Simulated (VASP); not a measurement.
# As in VASP: further runs

The runs below take As through single point, with PBEsol.

All numbers are computed with VASP 6.6.1; they aren't measurements. Logs are shortened: lines on timing, memory, paths and dates and some standing lists are left out, and cuts for length are marked.

## (1) The cell of the first run

It takes space group P4/mmm (No. 123, tetragonal). Conventional cell: a = 4.696 Å, b = 4.696 Å, c = 4.811 Å, α = 90.00°, β = 90.00°, γ = 90.00°.

## (2) Single point, PBEsol (P replaced by As, lengths x 1.067, strained)

INCAR

```
SYSTEM = As
PREC     = Accurate       ! precision mode
ENCUT    = 520            ! plane-wave cutoff, eV
EDIFF    = 1E-6           ! SCF threshold, eV
ISMEAR   = 0              ! smearing method
SIGMA    = 0.1            ! smearing width, eV
LREAL    = .False.        ! projectors in reciprocal space
LASPH    = .True.         ! aspherical terms in the spheres
NELM     = 100            ! most SCF steps
ALGO     = Normal         ! electronic algorithm
ISIF     = 2              ! what is computed and relaxed
LWAVE    = .False.        ! write WAVECAR
LCHARG   = .False.        ! write CHGCAR
GGA      = PS             ! functional
NBANDS   = 8              ! bands
```

KPOINTS

```
Automatic mesh
0
Gamma
  10 10 10
  0 0 0
```

POSCAR

```
As
1.0
    4.6958721218      0.0000000000      0.0000000000
    0.0000000000      4.6958721218      0.0000000000
    0.0000000000      0.0000000000      4.8113704460
As
1
Direct
    0.0000000000      0.0000000000      0.0000000000
```

Potentials or basis: VASP PAW PBE potentials, release 64 (As).

On the command line:

```
cat potpaw_PBE.64/As/POTCAR > POTCAR
mpirun -np 1 vasp_std > vasp.out
```

OUTCAR:

```text
SYSTEM = As
   PREC = Accurate
   ENCUT = 520
   EDIFF = 1E-6
   ISMEAR = 0
   LREAL = .False.
   LASPH = .True.
   NELM = 100
   ISIF = 2
   GGA = PS

 ion  position               nearest neighbor table
   1  0.000  0.000  0.000-

  LATTYP: Found a simple tetragonal cell.
 ALAT       =     4.6958721218
 C/A-ratio  =     1.0245957133

  Lattice vectors:

 A1 = (   4.6958721218,   0.0000000000,   0.0000000000)
 A2 = (   0.0000000000,   4.6958721218,   0.0000000000)
 A3 = (   0.0000000000,   0.0000000000,   4.8113704460)

Analysis of symmetry for initial positions (statically):
=====================================================================
 Subroutine PRICEL returns:
 Original cell was already a primitive cell.

 Routine SETGRP: Setting up the symmetry group for a
 simple tetragonal supercell.

 Subroutine GETGRP returns: Found 16 space group operations
 (whereof 16 operations were pure point group operations)
 out of a pool of 16 trial point group operations.

The static configuration has the point symmetry D_4h.

Analysis of symmetry for dynamics (positions and initial velocities):
=====================================================================
 Subroutine PRICEL returns:
 Original cell was already a primitive cell.

 Routine SETGRP: Setting up the symmetry group for a
 simple tetragonal supercell.

 Subroutine GETGRP returns: Found 16 space group operations
 (whereof 16 operations were pure point group operations)
 out of a pool of 16 trial point group operations.

The dynamic configuration has the point symmetry D_4h.

 Subroutine INISYM returns: Found 16 space group operations
 (whereof 16 operations are pure point group operations),
 and found     1 'primitive' translations

----------------------------------------------------------------------------------------

                                     Primitive cell

  volume of cell :     106.0966

  direct lattice vectors                    reciprocal lattice vectors
     4.695872122  0.000000000  0.000000000     0.212952988  0.000000000  0.000000000
     0.000000000  4.695872122  0.000000000     0.000000000  0.212952988  0.000000000
     0.000000000  0.000000000  4.811370446     0.000000000  0.000000000  0.207840991

  length of vectors
     4.695872122  4.695872122  4.811370446     0.212952988  0.212952988  0.207840991

  position of ions in fractional coordinates (direct lattice)
     0.000000000  0.000000000  0.000000000

  ion indices of the primitive-cell ions
   primitive index   ion index
                 1           1

----------------------------------------------------------------------------------------

 KPOINTS: Automatic mesh

Automatic generation of k-mesh.
 Grid dimensions read from file:
 generate k-points for:   10   10   10

 Generating k-lattice:

  Cartesian coordinates                     Fractional coordinates (reciprocal lattice)
     0.021295299  0.000000000  0.000000000     0.100000000  0.000000000  0.000000000
     0.000000000  0.021295299  0.000000000     0.000000000  0.100000000  0.000000000
     0.000000000  0.000000000  0.020784099     0.000000000  0.000000000  0.100000000

  Length of vectors
     0.021295299  0.021295299  0.020784099

  Shift w.r.t. Gamma in fractional coordinates (k-lattice)
     0.000000000  0.000000000  0.000000000

 Subroutine IBZKPT returns following result:
 ===========================================

 Found    126 irreducible k-points:

 Following reciprocal coordinates:
            Coordinates               Weight
  0.000000  0.000000  0.000000      1.000000
  0.100000  0.000000  0.000000      4.000000
  0.200000  0.000000  0.000000      4.000000
  0.300000  0.000000  0.000000      4.000000
  0.400000  0.000000  0.000000      4.000000
  0.500000  0.000000  0.000000      2.000000
[... 16 lines left out ...]
  0.100000  0.000000  0.100000      8.000000
  0.200000  0.000000  0.100000      8.000000
 [... further k-points ...]
   k-points           NKPTS =    126   k-points in BZ     NKDIM =    126   number of bands    NBANDS=      8
   number of dos      NEDOS =    301   number of ions     NIONS =      1
   total plane-waves  NPLWV =  46656
   dimension x,y,z NGX =    36 NGY =   36 NGZ =   36
   dimension x,y,z NGXF=    72 NGYF=   72 NGZF=   72
   ions per type =               1
   NGX,Y,Z   is equivalent  to a cutoff of  12.74, 12.74, 12.44 a.u.
   NGXF,Y,Z  is equivalent  to a cutoff of  25.49, 25.49, 24.88 a.u.
 SYSTEM =  As
   PREC   = accura    normal or accurate (medium, high low for compatibility)
   ISTART =      0    job   : 0-new  1-cont  2-samecut
   ICHARG =      2    charge: 1-file 2-atom 10-const
   ISPIN  =      1    spin polarized calculation?
   LNONCOLLINEAR =      F non collinear calculations
   LSORBIT =      F    spin-orbit coupling
   LASPH  =      T    aspherical Exc in radial PAW
   ENCUT  =  520.0 eV  38.22 Ry    6.18 a.u.   8.73  8.73  8.95*2*pi/ulx,y,z
   NELM   =    100;   NELMIN=  2; NELMDL= -5     # of ELM steps
   EDIFF  = 0.1E-05   stopping-criterion for ELM
   LREAL  =      F    real-space projection
   EDIFFG = 0.1E-04   stopping-criterion for IOM
   NSW    =      0    number of steps for IOM
   IBRION =     -1    ionic relax: 0-MD 1-quasi-New 2-CG
   NFREE  =      0    steps in history (QN), initial steepest desc. (CG)
   ISIF   =      2    stress and relaxation
   ISYM   =      2    0-nonsym 1-usesym 2-fastsym
   POTIM  = 0.5000    time-step for ionic-motion
   TEBEG  =    0.0;   TEEND  =   0.0 temperature during run
   PSTRESS=    0.0 pullay stress
   NELECT =       5.0000    total number of electrons
   NUPDOWN=      -1.0000    fix difference up-down
   EMIN   =  10.00;   EMAX   =-10.00  energy-range for DOS
   EFERMI =   0.00;   METHOD = LEGACY
   ISMEAR =     0;   SIGMA  =   0.10  broadening in eV -4-tet -1-fermi 0-gaus
   EFERMI_NEDOS =   21; number of points for ismear=-14 and -15
   IALGO  =     38    algorithm
   IMIX   =      4    mixing-type and parameters
     AMIX     =   0.40;   BMIX     =  1.00
     AMIX_MAG =   1.60;   BMIX_MAG =  1.00
  volume/ion in A,a.u.               =     106.10       715.97
  Fermi-wavevector in a.u.,A,eV,Ry     =   0.591332  1.117455  4.757590  0.349673
  Thomas-Fermi vector in A             =   1.639719
   LORBIT       =      0    0 simple, 1 ext, 2 COOP (PROOUT), +10 PAW based schemes
   GGA     = PS    functional components
   LHFCALC =     F    Hartree Fock is set to
   AEXX    =    0.0000 exact exchange contribution
   IVDW    =     0    specifies the selected vdW correction
   LEPSILON=     F    determine dielectric tensor
   LRPA    =     F    only Hartree local field effects (RPA)
 non-spin polarized calculation
 Gauss-broadening in eV      SIGMA  =   0.10
  energy-cutoff  :      520.00
  volume of cell :      106.10
 maximum number of plane-waves:      2884
 NGX is ok and might be reduce to    36
   NGX = 17   NGY = 17   NGZ = 17

 number of electron       5.0000000 magnetization

 Free energy of the ion-electron system (eV)
  ---------------------------------------------------
  ext. energy  EPLUGINS =         0.00000000
  ---------------------------------------------------
  free energy    TOTEN  =        -0.89555472 eV

  energy without entropy =       -0.87473508  energy(sigma->0) =       -0.88514490

 E-fermi :  -3.4468     XC(G=0):  -4.5048

 val. band max:       -3.4500646874   @ k =   0.2000   0.0000   0.0000
 cond. band min:      -3.4467155348   @ k =   0.5000   0.3000   0.3000
 fundamental gap:      0.0033491526
 Fermi energy:        -3.4467778929

 k-point     1 :       0.0000    0.0000    0.0000
  band No.  band energies     occupation
      1     -12.9289      2.00000
      2      -3.1159      0.00000
      3      -3.0327      0.00000
      4      -3.0327      0.00000
      5       0.5089      0.00000
      6       3.6101      0.00000
      7       3.6956      0.00000
      8       7.5927      0.00000

 k-point     2 :       0.1000    0.0000    0.0000
  band No.  band energies     occupation
      1     -12.9219      2.00000
      2      -3.1587      0.00005
      3      -3.1057      0.00000
      4      -3.0229      0.00000
      5       0.6532      0.00000
      6       3.6708      0.00000
      7       3.7989      0.00000
      8       7.0968      0.00000

 k-point     3 :       0.2000    0.0000    0.0000
  band No.  band energies     occupation
      1     -12.9032      2.00000
      2      -3.4501      1.03707
      3      -3.0787      0.00000
      4      -2.9970      0.00000
      5       1.0083      0.00000
      6       3.8167      0.00000
      7       4.0081      0.00000
      8       6.4486      0.00000

 k-point     4 :       0.3000    0.0000    0.0000
  band No.  band energies     occupation
      1     -12.8798      2.00000
      2      -3.7571      1.99999
      3      -3.0446      0.00000
      4      -2.9643      0.00000
      5       1.4538      0.00000
      6       3.9492      0.00000
      7       4.0250      0.00000
      8       5.9235      0.00000

 k-point     5 :       0.4000    0.0000    0.0000
  band No.  band energies     occupation
      1     -12.8606      2.00000
      2      -3.9763      2.00000
      3      -3.0164      0.00000
      4      -2.9374      0.00000
      5       1.9023      0.00000
      6       3.5719      0.00000
      7       4.2292      0.00000
      8       5.5876      0.00000
[... 177 lines left out ...]
 k-point    22 :       0.0000    0.0000    0.1000
  band No.  band energies     occupation
      1     -12.9233      2.00000
      2      -3.2247      0.00169
      3      -3.0245      0.00000
      4      -3.0245      0.00000
      5       0.6471      0.00000
      6       3.7009      0.00000
      7       3.7394      0.00000
      8       7.2268      0.00000

 k-point    23 :       0.1000    0.0000    0.1000
  band No.  band energies     occupation
      1     -12.9162      2.00000
      2      -3.2182      0.00123
      3      -3.1435      0.00002
      4      -3.0148      0.00000
      5       0.7895      0.00000
      6       3.7556      0.00000
      7       3.8481      0.00000
      8       6.5029      0.00000

 k-point    24 :       0.2000    0.0000    0.1000
  band No.  band energies     occupation
      1     -12.8977      2.00000
      2      -3.4404      0.92790
      3      -3.1786      0.00015
      4      -2.9891      0.00000
      5       1.1400      0.00000
      6       3.8868      0.00000
      7       4.0623      0.00000
      8       5.8826      0.00000

 [... further k-points ...]

------------------------ aborting loop because EDIFF is reached ----------------------------------------

  FORCE on cell =-STRESS in cart. coord.  units (eV):
  Direction    XX          YY          ZZ          XY          YZ          ZX
  --------------------------------------------------------------------------------------
  -------------------------------------------------------------------------------------
  Total       -1.6408058     -1.6408058     -1.4470086      0.0000000     -0.0000000      0.0000000
  in kB      -24.7780112    -24.7780112    -21.8514555      0.0000000     -0.0000000      0.0000000
  external PRESSURE =     -23.8024926 kB  Pullay stress =       0.0000000 kB

 VOLUME and BASIS-vectors are now :
 -----------------------------------------------------------------------------
  energy-cutoff  :      520.00
  volume of cell :      106.10
      direct lattice vectors                 reciprocal lattice vectors
     4.695872122  0.000000000  0.000000000     0.212952988  0.000000000  0.000000000
     0.000000000  4.695872122  0.000000000     0.000000000  0.212952988  0.000000000
     0.000000000  0.000000000  4.811370446     0.000000000  0.000000000  0.207840991

 POSITION                                       TOTAL-FORCE (eV/Angst)
 -----------------------------------------------------------------------------------
      0.00000      0.00000      0.00000         0.000000      0.000000      0.000000
 -----------------------------------------------------------------------------------
    total drift:                                0.000000      0.000000      0.000000

  FREE ENERGIE OF THE ION-ELECTRON SYSTEM (eV)
  ---------------------------------------------------
  free  energy   TOTEN  =        -0.8955547178 eV

  energy  without entropy=       -0.8747350776  energy(sigma->0) =       -0.88514490
```

It took 21 s on 1 thread of Intel Xeon 6975P-C (Granite Rapids), shared host; peak memory 0.26 GiB.

Results:

- Free energy: -0.8956 eV
- Pressure: -2.4 GPa

Caveat: the cell differs from its parent crystal (P replaced by As, lengths x 1.067, strained); the PAW data sets were made with another functional, which shifts forces and pressure a little.

(Continued in part 2 of 2.)
